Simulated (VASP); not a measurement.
Set up this calculation in VASP 6.6.1, as the native input.

- Task: relaxation of cell and atoms
- Functional: r2SCAN
- Potentials or basis: VASP PAW PBE potentials, release 64 (Nb_sv)
- Cutoff: 550 eV
- k mesh: 10 × 10 × 10
- Occupations: fermi-dirac, width 0.02 eV
- Spin: no spin polarisation
- Dipole correction: no
- Further INCAR settings: ALGO = Normal; EDIFF = 1e-07; IBRION = 2; EDIFFG = -0.005; NSW = 80; ISIF = 3

Nb:

```
CELL_PARAMETERS angstrom
-1.65619 1.65619 1.65619
1.65619 -1.65619 1.65619
1.65619 1.65619 -1.65619
ATOMIC_POSITIONS crystal
Nb 0.00000 0.00000 0.00000
```

The input as run:

POSCAR

```
Nb
1.0
   -1.6561931756      1.6561931756      1.6561931756
    1.6561931756     -1.6561931756      1.6561931756
    1.6561931756      1.6561931756     -1.6561931756
Nb
1
Direct
    0.0000000000      0.0000000000      0.0000000000
```

INCAR.step1

```
SYSTEM = Nb
PREC = Accurate
ENCUT = 550
ISMEAR = -1
SIGMA = 0.02
LREAL = .FALSE.
LASPH = .TRUE.
NELM = 120
GGA = PE
ALGO = Normal
EDIFF = 1E-5
LWAVE = .TRUE.
LCHARG = .FALSE.
GGA_COMPAT = .FALSE.
IBRION = 2
ISIF = 3
EDIFFG = -0.005
NELMIN = 4
NSW = 100
```

INCAR.step2

```
SYSTEM = Nb
PREC = Accurate
ENCUT = 550
EDIFF = 1E-7
ISMEAR = -1
SIGMA = 0.02
LREAL = .FALSE.
LASPH = .TRUE.
NELM = 120
ALGO = Normal
ISIF = 3
LWAVE = .FALSE.
LCHARG = .FALSE.
METAGGA = R2SCAN
LMIXTAU = .TRUE.
IBRION = 2
NSW = 80
EDIFFG = -0.005
ISTART = 1
GGA_COMPAT = .FALSE.
NELMIN = 4
```

KPOINTS

```
Automatic mesh
0
G
  10 10 10
  0 0 0
```

Potentials or basis: VASP PAW PBE potentials, release 64 (Nb_sv).

Run with:

```console
$ cat potpaw_PBE.64/Nb_sv/POTCAR > POTCAR
$ cp INCAR.step1 INCAR
$ mpirun -np 1 vasp_std > vasp.out
$ cp INCAR.step2 INCAR
$ mpirun -np 1 vasp_std > vasp.out
```

Results of the run:

The relaxed volume is 18.02 Å³/atom, the relaxed cell is a = 2.861 Å, b = 2.861 Å, c = 2.861 Å, α = 109.47°, β = 109.47°, γ = 109.47° and the space group after relaxing (to 0.05 Å) is Im-3m (No. 229). The energy gained by relaxing is 0.7 meV/atom and the ionic steps are 3. The pressure after relaxing is 0.0 GPa.

Caveat: the PAW data sets were made with another functional, which shifts forces and pressure a little.

It took 2.2 min on 1 thread of Intel(R) Xeon(R) Platinum 8488C (Sapphire Rapids), with other jobs on the host, peak memory 0.15 GiB.
